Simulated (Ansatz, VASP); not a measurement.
Two plane-wave programs on Ti

```
CELL_PARAMETERS angstrom
-1.64100 1.64100 1.50972
1.64100 -1.64100 1.50972
1.64100 1.64100 -1.50972
ATOMIC_POSITIONS crystal
Ti 0.00000 0.00000 0.00000
```

Change from the starting cell: strain +0.000 along x and y, -0.080 along z, atoms carried along.

Alike in both runs: task single point; functional PBEsol; k mesh 20 × 20 × 20; occupations gaussian, width 0.15 eV; no spin polarisation.

|  | VASP | Ansatz |
| --- | --- | --- |
| version | VASP 6.6.1 | Ansatz 0.2.0 |
| potentials or method | VASP PAW PBE potentials, release 64 (Ti_sv), cutoff 520 eV | scalar-relativistic, plane waves, PAW |
| valence electrons in the cell | 12 | 12 |

```tsv
	VASP	Ansatz	Ansatz less VASP
gap on the k mesh at the Fermi level (eV)	none	none	-
pressure (GPa)	1.8	2.1	+0.30
traceless stress, the component that is largest in VASP (GPa)	-1.66	-1.64	+0.016
```

VASP's potentials were made for PBE, not for PBEsol. A gap of «none» marks a metal or a gap that the smearing closes. With one functional, cell and mesh, what is left measures potentials, basis and numerics.
